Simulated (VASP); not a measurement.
# MgO (P6_3mc) in VASP: single point with r2SCAN

Aim: the single point of MgO with r2SCAN.

Program: VASP 6.6.1. These are calculated values, not measurements. Logs are shortened: lines on timing, memory, paths and dates and some standing lists are left out, and cuts for length are marked.

**1. The cell of the first run**

The structure is hexagonal, space group P6_3mc (No. 186). Conventional cell: a = 3.308 Å, b = 3.308 Å, c = 4.983 Å, α = 90.00°, β = 90.00°, γ = 120.00°. Within 2.6 Å of Mg (site symmetry 3m) lie 4 O at 1.97 to 1.99 Å. O (site symmetry 3m) has 4 Mg at 1.97 to 1.99 Å within 2.6 Å.

**2. Single point, r2SCAN**

File POSCAR:

```
MgO
1.0
    3.3077870000      0.0000000000      0.0000000000
   -1.6538930000      2.8646280000      0.0000000000
    0.0000000000      0.0000000000      4.9828820000
Mg O
2 2
Direct
    0.3333333333      0.6666666667      0.0021600000
    0.6666666667      0.3333333333      0.5021600000
    0.3333333333      0.6666666667      0.4024400000
    0.6666666667      0.3333333333      0.9024400000
```

File INCAR.step1:

```
SYSTEM = MgO
PREC = Accurate ; ENCUT = 520
ISMEAR = -1 ; SIGMA = 0.05
LREAL = .FALSE. ; LASPH = .TRUE.
NELM = 60 ; NBANDS = 16
GGA = PE ; ALGO = Normal
EDIFF = 1E-4 ; LWAVE = .TRUE.
LCHARG = .FALSE.
```

File INCAR.step2:

```
SYSTEM = MgO
PREC = Accurate ; ENCUT = 520
EDIFF = 1E-6 ; ISMEAR = -1
SIGMA = 0.05 ; LREAL = .FALSE.
LASPH = .TRUE. ; NELM = 60
ALGO = Normal ; ISIF = 2
LWAVE = .FALSE. ; LCHARG = .TRUE.
METAGGA = R2SCAN ; LMIXTAU = .TRUE.
LELF = .TRUE. ; LVHAR = .TRUE.
NBANDS = 16 ; ISTART = 1
```

File KPOINTS:

```
Automatic mesh
0
G
  4 4 4
  0 0 0
```

Potentials or basis: VASP PAW PBE potentials, release 64 (Mg, O).

On the command line:

```sh
$ cat potpaw_PBE.64/Mg/POTCAR potpaw_PBE.64/O/POTCAR > POTCAR
$ cp INCAR.step1 INCAR
$ mpirun -np 1 vasp_std > vasp.out
$ cp INCAR.step2 INCAR
$ mpirun -np 1 vasp_std > vasp.out
```

OUTCAR:

```text
SYSTEM = MgO
   PREC = Accurate
   ENCUT = 520
   EDIFF = 1E-6
   ISMEAR = -1
   LREAL = .FALSE.
   LASPH = .TRUE.
   NELM = 60
   ISIF = 2
   METAGGA = R2SCAN
   ISTART = 1

 ion  position               nearest neighbor table
   1  0.333  0.667  0.002-   4 1.97   4 1.97   4 1.97   3 1.99   2 3.14   2 3.14   2 3.14   2 3.14
                             2 3.14   2 3.14
   2  0.667  0.333  0.502-   3 1.97   3 1.97   3 1.97   4 1.99   1 3.14   1 3.14   1 3.14   1 3.14
                             1 3.14   1 3.14
   3  0.333  0.667  0.402-   2 1.97   2 1.97   2 1.97   1 1.99
   4  0.667  0.333  0.902-   1 1.97   1 1.97   1 1.97   2 1.99

  LATTYP: Found a hexagonal cell.
 ALAT       =     3.3077870000
 C/A-ratio  =     1.5064095723

  Lattice vectors:

 A1 = (   3.3077870000,   0.0000000000,   0.0000000000)
 A2 = (  -1.6538930000,   2.8646280000,   0.0000000000)
 A3 = (   0.0000000000,   0.0000000000,   4.9828820000)

Analysis of symmetry for initial positions (statically):
=====================================================================
 Subroutine PRICEL returns:
 Original cell was already a primitive cell.

 Routine SETGRP: Setting up the symmetry group for a
 hexagonal supercell.

 Subroutine GETGRP returns: Found 12 space group operations
 (whereof  6 operations were pure point group operations)
 out of a pool of 24 trial point group operations.

The static configuration has the point symmetry C_3v.
 The point group associated with its full space group is C_6v.

Analysis of symmetry for dynamics (positions and initial velocities):
=====================================================================
 Subroutine PRICEL returns:
 Original cell was already a primitive cell.

 Routine SETGRP: Setting up the symmetry group for a
 hexagonal supercell.

 Subroutine GETGRP returns: Found 12 space group operations
 (whereof  6 operations were pure point group operations)
 out of a pool of 24 trial point group operations.

The dynamic configuration has the point symmetry C_3v.
 The point group associated with its full space group is C_6v.

 Subroutine INISYM returns: Found 12 space group operations
 (whereof  6 operations are pure point group operations),
 and found     1 'primitive' translations

----------------------------------------------------------------------------------------

                                     Primitive cell

  volume of cell :      47.2157

  direct lattice vectors                    reciprocal lattice vectors
[... 80 lines left out ...]
   EDIFFG = 0.1E-04   stopping-criterion for IOM
   NSW    =      0    number of steps for IOM
   IBRION =     -1    ionic relax: 0-MD 1-quasi-New 2-CG
   NFREE  =      0    steps in history (QN), initial steepest desc. (CG)
   ISIF   =      2    stress and relaxation
   ISYM   =      2    0-nonsym 1-usesym 2-fastsym
   POTIM  = 0.5000    time-step for ionic-motion
   TEBEG  =    0.0;   TEEND  =   0.0 temperature during run
   PSTRESS=    0.0 pullay stress
   NELECT =      16.0000    total number of electrons
   NUPDOWN=      -1.0000    fix difference up-down
   EMIN   =  10.00;   EMAX   =-10.00  energy-range for DOS
   EFERMI =   0.00;   METHOD = LEGACY
   ISMEAR =    -1;   SIGMA  =   0.05  broadening in eV -4-tet -1-fermi 0-gaus
   EFERMI_NEDOS =   21; number of points for ismear=-14 and -15
   IALGO  =     38    algorithm
   IMIX   =      4    mixing-type and parameters
     AMIX     =   0.40;   BMIX     =  1.00
     AMIX_MAG =   1.60;   BMIX_MAG =  1.00
  volume/ion in A,a.u.               =      11.80        79.66
  Fermi-wavevector in a.u.,A,eV,Ry     =   1.141351  2.156841 17.724078  1.302683
  Thomas-Fermi vector in A             =   2.278052
   LORBIT       =      0    0 simple, 1 ext, 2 COOP (PROOUT), +10 PAW based schemes
   METAGGA = R2SCAN    functional components
   LHFCALC =     F    Hartree Fock is set to
   AEXX    =    0.0000 exact exchange contribution
   IVDW    =     0    specifies the selected vdW correction
   LEPSILON=     F    determine dielectric tensor
   LRPA    =     F    only Hartree local field effects (RPA)
 non-spin polarized calculation
  energy-cutoff  :      520.00
  volume of cell :       47.22
 maximum number of plane-waves:      1303
 NGX is ok and might be reduce to    28
   NGX = 13   NGY = 13   NGZ = 19

 number of electron      15.9999997 magnetization

 Free energy of the ion-electron system (eV)
  ---------------------------------------------------
  ext. energy  EPLUGINS =         0.00000000
  ---------------------------------------------------
  free energy    TOTEN  =       -31.85058228 eV

  energy without entropy =      -31.85058228  energy(sigma->0) =      -31.85058228

 E-fermi :   1.7793     XC(G=0): -10.1984

 val. band max:        0.7390715002   @ k =   0.0000   0.0000   0.0000
 cond. band min:       4.8666579523   @ k =   0.0000   0.0000   0.0000
 fundamental gap:      4.1275864521
 Fermi energy:         1.7792571909

 k-point     1 :       0.0000    0.0000    0.0000
  band No.  band energies     occupation
      1     -16.4772      2.00000
      2     -15.6912      2.00000
      3      -2.5444      2.00000
      4      -0.0649      2.00000
      5      -0.0649      2.00000
      6       0.2779      2.00000
[... 205 lines left out ...]
      3      -2.0750      2.00000
      4      -2.0750      2.00000
      5      -0.9118      2.00000
      6      -0.9118      2.00000
[... 8 lines left out ...]
     15      17.3043      0.00000
     16      17.3043      0.00000

------------------------ aborting loop because EDIFF is reached ----------------------------------------

  FORCE on cell =-STRESS in cart. coord.  units (eV):
  Direction    XX          YY          ZZ          XY          YZ          ZX
  --------------------------------------------------------------------------------------
  -------------------------------------------------------------------------------------
  Total       -0.3640469     -0.3640470     -0.2574586     -0.0000001      0.0000000      0.0000000
  in kB      -12.3532592    -12.3532629     -8.7363831     -0.0000022      0.0000000      0.0000000
  external PRESSURE =     -11.1476351 kB  Pullay stress =       0.0000000 kB

 VOLUME and BASIS-vectors are now :
 -----------------------------------------------------------------------------
  energy-cutoff  :      520.00
  volume of cell :       47.22
      direct lattice vectors                 reciprocal lattice vectors
     3.307787000  0.000000000  0.000000000     0.302316927  0.174542680  0.000000000
    -1.653893000  2.864628000  0.000000000     0.000000000  0.349085466  0.000000000
     0.000000000  0.000000000  4.982882000     0.000000000  0.000000000  0.200687072

 POSITION                                       TOTAL-FORCE (eV/Angst)
 -----------------------------------------------------------------------------------
      0.00000      1.90975      0.01076        -0.000000      0.000000      0.026675
      1.65389      0.95488      2.50220        -0.000000      0.000000      0.026675
      0.00000      1.90975      2.00531        -0.000000     -0.000000     -0.026675
      1.65389      0.95488      4.49675         0.000000     -0.000000     -0.026675
 -----------------------------------------------------------------------------------
    total drift:                               -0.000000      0.000000     -0.014650

  FREE ENERGIE OF THE ION-ELECTRON SYSTEM (eV)
  ---------------------------------------------------
  free  energy   TOTEN  =       -31.8505822846 eV

  energy  without entropy=      -31.8505822845  energy(sigma->0) =      -31.85058228
```

OUTCAR.step1:

```text
SYSTEM = MgO
   PREC = Accurate
   ENCUT = 520
   ISMEAR = -1
   LREAL = .FALSE.
   LASPH = .TRUE.
   NELM = 60
[... 445 lines left out ...]
      1.65389      0.95488      2.50220         0.000000      0.000000      0.006899
      0.00000      1.90975      2.00531         0.000000      0.000000     -0.006899
      1.65389      0.95488      4.49675        -0.000000      0.000000     -0.006899
 -----------------------------------------------------------------------------------
    total drift:                               -0.000000     -0.000000     -0.001718

  FREE ENERGIE OF THE ION-ELECTRON SYSTEM (eV)
  ---------------------------------------------------
  free  energy   TOTEN  =       -23.5165118654 eV

  energy  without entropy=      -23.5165118654  energy(sigma->0) =      -23.51651187
```

Wall time 79 s (1 thread of Intel Xeon 8259CL, shared host); peak memory 0.18 GiB.

Results:

```yaml
Free_energy: -31.8506 eV
Pressure: -1.1 GPa
Largest_force: 0.027 eV/Å
Band_gap_on_the_k_mesh: 4.13 eV, direct
```

Forces in eV/Å, atoms in the order of the input:
```
Mg   0.000  0.000  0.027
Mg   0.000  0.000  0.027
O    0.000  0.000 -0.027
O    0.000  0.000 -0.027
```

Levels at points of the mesh, in eV from the valence-band top:
| k point | band 4 | band 5 | band 6 | band 7 | band 8 | band 9 | band 10 | band 11 | band 12 | band 13 |
| --- | --- | --- | --- | --- | --- | --- | --- | --- | --- | --- |
| (0.00, 0.00, 0.00) | -0.80 | -0.80 | -0.46 | -0.46 | 0.00 | 4.13 | 9.38 | 11.20 | 15.02 | 15.02 |
| (0.50, 0.00, 0.00) | -2.20 | -1.77 | -1.34 | -0.83 | -0.53 | 8.47 | 8.84 | 10.05 | 11.72 | 13.85 |
| (0.00, 0.00, 0.50) | -2.00 | -0.64 | -0.64 | -0.64 | -0.64 | 6.67 | 6.67 | 14.21 | 14.21 | 15.52 |
| (0.50, 0.00, 0.50) | -3.14 | -0.96 | -0.96 | -0.73 | -0.73 | 8.09 | 8.09 | 11.74 | 11.74 | 14.68 |

Caveat: the k points lie up to 0.55 Å⁻¹ apart; the PAW data sets were made with another functional, which shifts forces and pressure a little. r2SCAN opens gaps a little over a GGA but as a rule still falls short of measured ones.
